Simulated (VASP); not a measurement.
# As (R-3m) in VASP: further runs

As is run at these levels: LDA; tasks: single point, relaxation of cell and atoms.

Program: VASP 6.6.1. These are calculated values, not measurements. Logs are shortened: lines on timing, memory, paths and dates and some standing lists are left out, and cuts for length are marked.

## Step 1: The cell of the first run

Symmetry: R-3m, No. 166, trigonal system. The conventional cell has a = 3.760 Å, b = 3.760 Å, c = 10.457 Å, α = 90.00°, β = 90.00°, γ = 120.00°. As (site symmetry 3m) has 6 As at 2.52 to 3.10 Å within 3.3 Å.

## Step 2: Single point, LDA

INCAR

```
PREC = Accurate ; ENCUT = 520
EDIFF = 1E-7 ; ISMEAR = 0
SIGMA = 0.1 ; LREAL = F
LASPH = T ; NELM = 100
ALGO = Normal ; ISIF = 2
LWAVE = F ; LCHARG = F
GGA = CA ; NBANDS = 12
```

KPOINTS

```
Automatic mesh
0
Gamma
  6 6 6
```

POSCAR

```
As
1.0
    1.8797500000      1.0852741700      3.4857666700
   -1.8797500000      1.0852741700      3.4857666700
    0.0000000000     -2.1705483400      3.4857666700
As
2
Direct
    0.2275400000      0.2275400000      0.2275400000
    0.7724600000      0.7724600000      0.7724600000
```

Potentials or basis: VASP PAW LDA potentials, release 64 (As).

Run with:

```sh
> cat potpaw_LDA.64/As/POTCAR > POTCAR
> mpirun -np 1 vasp_std > vasp.out
```

OUTCAR:

```text
PREC = Accurate
   ENCUT = 520
   EDIFF = 1E-7
   ISMEAR = 0
   LREAL = F
   LASPH = T
   NELM = 100
   ISIF = 2
   GGA = CA

 ion  position               nearest neighbor table
   1  0.228  0.228  0.228-   2 2.52   2 2.52   2 2.52
   2  0.772  0.772  0.772-   1 2.52   1 2.52   1 2.52

  LATTYP: Found a trigonal (rhomboedric) cell.
 ALAT       =     4.1063182249
 COS(alpha) =     0.5808929386

  Lattice vectors:

 A1 = (   1.8797500000,   1.0852741700,   3.4857666700)
 A2 = (  -1.8797500000,   1.0852741700,   3.4857666700)
 A3 = (   0.0000000000,  -2.1705483400,   3.4857666700)

Analysis of symmetry for initial positions (statically):
=====================================================================
 Subroutine PRICEL returns:
 Original cell was already a primitive cell.

 Routine SETGRP: Setting up the symmetry group for a
 trigonal (rhombohedral) supercell.

 Subroutine GETGRP returns: Found 12 space group operations
 (whereof 12 operations were pure point group operations)
 out of a pool of 12 trial point group operations.

The static configuration has the point symmetry D_3d.

Analysis of symmetry for dynamics (positions and initial velocities):
=====================================================================
 Subroutine PRICEL returns:
 Original cell was already a primitive cell.

 Routine SETGRP: Setting up the symmetry group for a
 trigonal (rhombohedral) supercell.

 Subroutine GETGRP returns: Found 12 space group operations
 (whereof 12 operations were pure point group operations)
 out of a pool of 12 trial point group operations.

The dynamic configuration has the point symmetry D_3d.

 Subroutine INISYM returns: Found 12 space group operations
 (whereof 12 operations are pure point group operations),
 and found     1 'primitive' translations

----------------------------------------------------------------------------------------

                                     Primitive cell

  volume of cell :      42.6667

  direct lattice vectors                    reciprocal lattice vectors
     1.879750000  1.085274170  3.485766670     0.265992818  0.153571025  0.095626978
    -1.879750000  1.085274170  3.485766670    -0.265992818  0.153571025  0.095626978
     0.000000000 -2.170548340  3.485766670     0.000000000 -0.307142050  0.095626978

  length of vectors
     4.106318225  4.106318225  4.106318226     0.321684252  0.321684252  0.321684252

  position of ions in fractional coordinates (direct lattice)
     0.227540000  0.227540000  0.227540000
     0.772460000  0.772460000  0.772460000

  ion indices of the primitive-cell ions
   primitive index   ion index
                 1           1
                 2           2

----------------------------------------------------------------------------------------

 KPOINTS: Automatic mesh

Automatic generation of k-mesh.
 Grid dimensions read from file:
 generate k-points for:    6    6    6

 Generating k-lattice:

  Cartesian coordinates                     Fractional coordinates (reciprocal lattice)
     0.044332136  0.025595171  0.015937830     0.166666667  0.000000000  0.000000000
    -0.044332136  0.025595171  0.015937830     0.000000000  0.166666667  0.000000000
     0.000000000 -0.051190342  0.015937830     0.000000000  0.000000000  0.166666667

  Length of vectors
     0.053614042  0.053614042  0.053614042

  Shift w.r.t. Gamma in fractional coordinates (k-lattice)
     0.000000000  0.000000000  0.000000000

 Subroutine IBZKPT returns following result:
 ===========================================

 Found     32 irreducible k-points:

 Following reciprocal coordinates:
            Coordinates               Weight
  0.000000  0.000000  0.000000      1.000000
  0.166667  0.000000  0.000000      6.000000
  0.333333  0.000000  0.000000      6.000000
  0.500000  0.000000  0.000000      3.000000
  0.166667  0.166667  0.000000      6.000000
  0.333333  0.166667  0.000000     12.000000
[... 16 lines left out ...]
  0.500000  0.500000  0.166667      6.000000
 -0.333333  0.500000  0.166667     12.000000
 [... further k-points ...]
   k-points           NKPTS =     32   k-points in BZ     NKDIM =     32   number of bands    NBANDS=     12
   number of dos      NEDOS =    301   number of ions     NIONS =      2
   total plane-waves  NPLWV =  32768
   dimension x,y,z NGX =    32 NGY =   32 NGZ =   32
   dimension x,y,z NGXF=    64 NGYF=   64 NGZF=   64
   ions per type =               2
   NGX,Y,Z   is equivalent  to a cutoff of  12.96, 12.96, 12.96 a.u.
   NGXF,Y,Z  is equivalent  to a cutoff of  25.91, 25.91, 25.91 a.u.
 SYSTEM =  unknown system
   PREC   = accura    normal or accurate (medium, high low for compatibility)
   ISTART =      0    job   : 0-new  1-cont  2-samecut
   ICHARG =      2    charge: 1-file 2-atom 10-const
   ISPIN  =      1    spin polarized calculation?
   LNONCOLLINEAR =      F non collinear calculations
   LSORBIT =      F    spin-orbit coupling
   LASPH  =      T    aspherical Exc in radial PAW
   ENCUT  =  520.0 eV  38.22 Ry    6.18 a.u.   7.64  7.64  7.64*2*pi/ulx,y,z
   NELM   =    100;   NELMIN=  2; NELMDL= -5     # of ELM steps
   EDIFF  = 0.1E-06   stopping-criterion for ELM
   LREAL  =      F    real-space projection
   EDIFFG = 0.1E-05   stopping-criterion for IOM
   NSW    =      0    number of steps for IOM
   IBRION =     -1    ionic relax: 0-MD 1-quasi-New 2-CG
   NFREE  =      0    steps in history (QN), initial steepest desc. (CG)
   ISIF   =      2    stress and relaxation
   ISYM   =      2    0-nonsym 1-usesym 2-fastsym
   POTIM  = 0.5000    time-step for ionic-motion
   TEBEG  =    0.0;   TEEND  =   0.0 temperature during run
   PSTRESS=    0.0 pullay stress
   NELECT =      10.0000    total number of electrons
   NUPDOWN=      -1.0000    fix difference up-down
   EMIN   =  10.00;   EMAX   =-10.00  energy-range for DOS
   EFERMI =   0.00;   METHOD = LEGACY
   ISMEAR =     0;   SIGMA  =   0.10  broadening in eV -4-tet -1-fermi 0-gaus
   EFERMI_NEDOS =   21; number of points for ismear=-14 and -15
   IALGO  =     38    algorithm
   IMIX   =      4    mixing-type and parameters
     AMIX     =   0.40;   BMIX     =  1.00
     AMIX_MAG =   1.60;   BMIX_MAG =  1.00
  volume/ion in A,a.u.               =      21.33       143.96
  Fermi-wavevector in a.u.,A,eV,Ry     =   1.009358  1.907410 13.861657  1.018803
  Thomas-Fermi vector in A             =   2.142281
   LORBIT       =      0    0 simple, 1 ext, 2 COOP (PROOUT), +10 PAW based schemes
   GGA     = CA    functional components
   LHFCALC =     F    Hartree Fock is set to
   AEXX    =    0.0000 exact exchange contribution
   IVDW    =     0    specifies the selected vdW correction
   LEPSILON=     F    determine dielectric tensor
   LRPA    =     F    only Hartree local field effects (RPA)
 non-spin polarized calculation
 Gauss-broadening in eV      SIGMA  =   0.10
  energy-cutoff  :      520.00
  volume of cell :       42.67
 maximum number of plane-waves:      1161
 NGX is ok and might be reduce to    32
   NGX = 15   NGY = 15   NGZ = 15

 number of electron       9.9999999 magnetization

 number of electron      10.0000000 magnetization

 Free energy of the ion-electron system (eV)
  ---------------------------------------------------
  ext. energy  EPLUGINS =         0.00000000
  ---------------------------------------------------
  free energy    TOTEN  =       -10.80863813 eV

  energy without entropy =      -10.80706824  energy(sigma->0) =      -10.80785319

 E-fermi :   5.5285     XC(G=0): -10.2049

 val. band max:        5.1747263723   @ k =   0.5000   0.0000   0.0000
 cond. band min:       5.5285098926   @ k =   0.3333   0.1667   0.1667
 fundamental gap:      0.3537835203
 Fermi energy:         5.5284764848

 k-point     1 :       0.0000    0.0000    0.0000
  band No.  band energies     occupation
      1      -9.5519      2.00000
      2      -0.3018      2.00000
      3       2.9968      2.00000
      4       3.5416      2.00000
      5       3.5416      2.00000
      6       7.2880      0.00000
      7       8.4754      0.00000
      8       8.4754      0.00000
      9      12.3251      0.00000
     10      12.3251      0.00000
     11      12.7118      0.00000
     12      14.2702      0.00000

 k-point     2 :       0.1667    0.0000    0.0000
  band No.  band energies     occupation
      1      -9.1795      2.00000
      2      -1.4898      2.00000
      3       2.9399      2.00000
      4       3.3094      2.00000
      5       3.6727      2.00000
      6       7.3581      0.00000
      7       7.9363      0.00000
      8       8.0731      0.00000
      9      11.2048      0.00000
     10      11.9166      0.00000
     11      12.4521      0.00000
     12      16.2606      0.00000

 k-point     3 :       0.3333    0.0000    0.0000
  band No.  band energies     occupation
      1      -8.0936      2.00000
      2      -3.8186      2.00000
      3       2.7517      2.00000
      4       2.9397      2.00000
      5       4.3884      2.00000
      6       6.1222      0.00000
      7       6.6447      0.00000
      8       7.1715      0.00000
      9      12.2932      0.00000
     10      13.4698      0.00000
     11      14.5236      0.00000
     12      17.7839      0.00000

 k-point     4 :       0.5000    0.0000    0.0000
  band No.  band energies     occupation
      1      -6.7934      2.00000
      2      -5.6308      2.00000
      3       2.7883      2.00000
      4       2.8081      2.00000
      5       5.1682      2.00000
      6       5.1747      2.00000
      7       5.7667      0.00075
      8       6.7661      0.00000
      9      14.4853      0.00000
     10      14.7753      0.00000
     11      16.9819      0.00000
     12      17.1519      0.00000

 k-point     5 :       0.1667    0.1667    0.0000
  band No.  band energies     occupation
      1      -9.0996      2.00000
      2      -1.5681      2.00000
      3       2.1802      2.00000
      4       2.8269      2.00000
      5       4.5464      2.00000
      6       6.7178      0.00000
      7       7.8484      0.00000
      8       9.1544      0.00000
      9      11.2042      0.00000
     10      12.7236      0.00000
     11      13.2828      0.00000
     12      15.1302      0.00000
[... 228 lines left out ...]
      1      -6.5081      2.00000
      2      -5.1116      2.00000
      3       0.3056      2.00000
      4       0.4464      2.00000
      5       4.3728      2.00000
      6       6.4813      0.00000
      7       9.8164      0.00000
      8      10.0459      0.00000
      9      12.3530      0.00000
     10      13.1229      0.00000
     11      17.7320      0.00000
     12      18.2170      0.00000

 k-point    22 :      -0.1667    0.3333    0.1667
  band No.  band energies     occupation
      1      -7.2085      2.00000
      2      -4.3428      2.00000
      3       0.4517      2.00000
      4       1.6870      2.00000
      5       3.2211      2.00000
      6       7.0451      0.00000
      7       8.8310      0.00000
      8       9.2830      0.00000
      9      11.6175      0.00000
     10      15.3619      0.00000
     11      15.9738      0.00000
     12      17.5325      0.00000

 k-point    23 :       0.5000    0.5000    0.1667
  band No.  band energies     occupation
      1      -7.2848      2.00000
      2      -3.9191      2.00000
      3      -0.5405      2.00000
      4       1.7777      2.00000
      5       2.3751      2.00000
      6       7.7535      0.00000
      7       9.8946      0.00000
      8      11.5798      0.00000
      9      11.8795      0.00000
     10      16.4181      0.00000
     11      17.0466      0.00000
     12      17.3427      0.00000

 k-point    24 :      -0.3333    0.5000    0.1667
  band No.  band energies     occupation
      1      -6.5110      2.00000
      2      -4.6863      2.00000
      3      -0.5957      2.00000
      4       0.4167      2.00000
      5       3.3355      2.00000
      6       7.7676      0.00000
      7       9.3713      0.00000
      8      11.9914      0.00000
      9      12.1601      0.00000
     10      14.1639      0.00000
     11      17.3439      0.00000
     12      18.4102      0.00000

 [... further k-points ...]
[... 5 lines left out ...]
  --------------------------------------------------------------------------------------
  -------------------------------------------------------------------------------------
  Total       -0.1946216     -0.1946216     -0.6069080      0.0000000     -0.0000000      0.0000000
  in kB       -7.3082345     -7.3082345    -22.7899983      0.0000000     -0.0000000      0.0000000
  external PRESSURE =     -12.4688224 kB  Pullay stress =       0.0000000 kB

 VOLUME and BASIS-vectors are now :
 -----------------------------------------------------------------------------
  energy-cutoff  :      520.00
  volume of cell :       42.67
      direct lattice vectors                 reciprocal lattice vectors
     1.879750000  1.085274170  3.485766670     0.265992818  0.153571025  0.095626978
    -1.879750000  1.085274170  3.485766670    -0.265992818  0.153571025  0.095626978
     0.000000000 -2.170548340  3.485766670     0.000000000 -0.307142050  0.095626978

 POSITION                                       TOTAL-FORCE (eV/Angst)
 -----------------------------------------------------------------------------------
      0.00000      0.00000      2.37945         0.000000      0.000000      0.018970
      0.00000      0.00000      8.07785         0.000000      0.000000     -0.018970
 -----------------------------------------------------------------------------------
    total drift:                               -0.000000      0.000000     -0.000000

  FREE ENERGIE OF THE ION-ELECTRON SYSTEM (eV)
  ---------------------------------------------------
  free  energy   TOTEN  =       -10.8086381302 eV

  energy  without entropy=      -10.8070682429  energy(sigma->0) =      -10.80785319
```

Run time: 8.2 s. Hardware: 1 thread of AMD EPYC 9R45 (Zen 5), shared host; peak memory 0.12 GiB.

What came out:

```yaml
Free_energy: -10.8086 eV
Pressure: -1.2 GPa
Largest_force: 0.019 eV/Å
Band_gap_on_the_k_mesh: zero (band 5 reaches 5.53 eV, above the bottom of band 6 at 5.17 eV)
```

Forces on the atoms (eV/Å):
```
As   0.000  0.000  0.019
As   0.000  0.000 -0.019
```

Stress tensor (GPa, compression positive):
```
-0.73  0.00  0.00
 0.00 -0.73  0.00
 0.00  0.00 -2.28
```

## Step 3: Single point, LDA

This run uses another cell than the first one, of 20.38 Å³/atom, 0.955 times its volume.

INCAR

```
SYSTEM = As
PREC = Accurate
ENCUT = 520
EDIFF = 1E-7
ISMEAR = 0
SIGMA = 0.1
LREAL = .FALSE.
LASPH = .TRUE.
NELM = 80
ALGO = Normal
ISIF = 2
LWAVE = .FALSE.
LCHARG = .FALSE.
NBANDS = 12
```

KPOINTS

```
regular mesh
0
G
  15 15 15
  0 0 0
```

POSCAR

```
As
1.0
    1.8799112746      1.0853672804      3.3288269456
   -1.8799112746      1.0853672804      3.3288269456
    0.0000000000     -2.1707345609      3.3288269456
As
2
Direct
    0.2305477058      0.2305477058      0.2305477058
    0.7694522942      0.7694522942      0.7694522942
```

Potentials or basis: VASP PAW LDA potentials, release 64 (As).

Run with:

```sh
> cat potpaw_LDA.64/As/POTCAR > POTCAR
> mpirun -np 1 vasp_std > vasp.out
```

It took 88 s on 1 thread of AMD EPYC 9R45 (Zen 5), shared host; peak memory 0.23 GiB.

Results (log left out):

```
Free energy            : -10.7823 eV
Pressure               : 0.4 GPa
Largest force          : 0.065 eV/Å
Band gap on the k mesh : zero (band 5 reaches 6.05 eV, above the bottom of band 6 at 5.90 eV)
```

Forces in eV/Å, atoms in the order of the input:
```
As   0.000  0.000  0.065
As   0.000  0.000 -0.065
```

Stress tensor (GPa, compression positive):
```
0.50 0.00 0.00
0.00 0.50 0.00
0.00 0.00 0.31
```

Levels at points of the mesh, in eV from the Fermi level:
```csv
k point,band 1,band 2,band 3,band 4,band 5,band 6,band 7,band 8,band 9,band 10
"(0.00, 0.00, 0.00)",-15.35,-5.50,-2.41,-2.13,-2.13,2.13,3.16,3.16,6.46,6.46
```

## Step 4: Relaxation of cell and atoms, LDA

INCAR

```
PREC = Accurate
ENCUT = 600
EDIFF = 1E-6
ISMEAR = 0
SIGMA = 0.1
LREAL = F
LASPH = T
NELM = 80
ALGO = Normal
ISIF = 3
LWAVE = F
LCHARG = F
GGA = CA
IBRION = 2
NSW = 100
EDIFFG = -0.002
```

KPOINTS

```
regular mesh
0
Gamma
  15 15 15
```

POSCAR

```
As
1.0
    1.8797500000      1.0852741700      3.4857666700
   -1.8797500000      1.0852741700      3.4857666700
    0.0000000000     -2.1705483400      3.4857666700
As
2
Direct
    0.2275400000      0.2275400000      0.2275400000
    0.7724600000      0.7724600000      0.7724600000
```

Run with:

```sh
> cat potpaw_LDA.64/As/POTCAR > POTCAR
> mpirun -np 1 vasp_std > vasp.out
```

Run time: 9 min. Hardware: 1 thread of AMD EPYC 9R45 (Zen 5), shared host; peak memory 0.27 GiB.

The run converged. Its results:

| Property | Result |
| --- | --- |
| Free energy | -10.7829 eV |
| Relaxed volume | 20.43 Å³/atom |
| Relaxed cell | a = 3.973 Å, b = 3.973 Å, c = 3.973 Å, α = 56.60°, β = 56.60°, γ = 56.60° |
| Space group after relaxing (to 0.05 Å) | R-3m (No. 166) |
| Energy gained by relaxing | 8.5 meV/atom |
| Ionic steps | 13 |
| Pressure after relaxing | 0.0 GPa |
| Band gap on the k mesh | zero (band 5 reaches 6.00 eV, above the bottom of band 6 at 5.86 eV) |

The path:
| step | energy change (eV) | largest force (eV/Å) | pressure (GPa) | volume (Å³) |
| --- | --- | --- | --- | --- |
| 1 | 0.0000 | 0.1344 | -1.08 | 42.67 |
| 2 | -0.0063 | 0.1869 | 0.14 | 41.78 |
| 3 | -0.0072 | 0.2159 | 0.88 | 41.30 |
| 4 | -0.0111 | 0.1382 | 0.70 | 41.15 |
| 5 | -0.0159 | 0.0564 | 0.30 | 40.71 |
| 6 | -0.0167 | 0.0386 | 0.03 | 40.85 |
| 7 | -0.0169 | 0.0231 | -0.21 | 40.97 |
| 8 | -0.0170 | 0.0113 | 0.00 | 40.88 |
| 9 | -0.0170 | 0.0091 | 0.01 | 40.89 |
| 10 | -0.0170 | 0.0077 | -0.01 | 40.89 |
| 11 | -0.0170 | 0.0084 | -0.01 | 40.89 |
| 12 | -0.0170 | 0.0067 | -0.04 | 40.88 |
| 13 | -0.0170 | 0.0013 | 0.00 | 40.85 |

Final structure:
```
CELL_PARAMETERS angstrom
1.88335 1.08735 3.32478
-1.88335 1.08735 3.32478
0.00000 -2.17471 3.32478
ATOMIC_POSITIONS crystal
As 0.23093 0.23093 0.23093
As 0.76907 0.76907 0.76907
```

Levels at points of the mesh, in eV from the Fermi level:
```
           k point  band 1  band 2  band 3  band 4  band 5  band 6  band 7  band 8  band 9
(0.00, 0.00, 0.00)  -15.31   -5.50   -2.39   -2.11   -2.11    2.18    3.18    3.18    6.44
```

LDA usually gives volumes a few per cent too small. Zero-point motion and thermal expansion aren't in these numbers.

## Step 5: Single point, LDA

This run uses another cell than the first one, of 20.38 Å³/atom, 0.955 times its volume.

INCAR

```
SYSTEM = As
PREC = Accurate
ENCUT = 520
EDIFF = 1E-7
ISMEAR = 0
SIGMA = 0.1
LREAL = .FALSE.
LASPH = .TRUE.
NELM = 80
ALGO = Normal
ISIF = 2
LWAVE = .FALSE.
LCHARG = .FALSE.
NBANDS = 12
```

KPOINTS

```
regular mesh
0
G
  15 15 15
  0 0 0
```

POSCAR

```
As
1.0
    1.8799112747      1.0853672805      3.3288269456
   -1.8799112747      1.0853672805      3.3288269456
    0.0000000000     -2.1707345610      3.3288269456
As
2
Direct
    0.2305477058      0.2305477058      0.2305477058
    0.7694522942      0.7694522942      0.7694522942
```

Run with:

```sh
> cat potpaw_LDA.64/As/POTCAR > POTCAR
> mpirun -np 1 vasp_std > vasp.out
```

It took 80 s on 1 thread of Intel Xeon 6975P-C (Granite Rapids), shared host; peak memory 0.25 GiB.

Results (log left out):

```
Free energy            : -10.7823 eV
Pressure               : 0.4 GPa
Largest force          : 0.065 eV/Å
Band gap on the k mesh : zero (band 5 reaches 6.05 eV, above the bottom of band 6 at 5.90 eV)
```

Forces in eV/Å, atoms in the order of the input:
```
As   0.000  0.000  0.065
As   0.000  0.000 -0.065
```

Stress tensor (GPa, compression positive):
```
0.50 0.00 0.00
0.00 0.50 0.00
0.00 0.00 0.31
```

Levels at points of the mesh, in eV from the Fermi level:
```
           k point  band 2  band 3  band 4  band 5  band 6  band 7  band 8  band 9
(0.00, 0.00, 0.00)   -5.50   -2.41   -2.13   -2.13    2.13    3.16    3.16    6.46
```

[end of part 1 of 2]
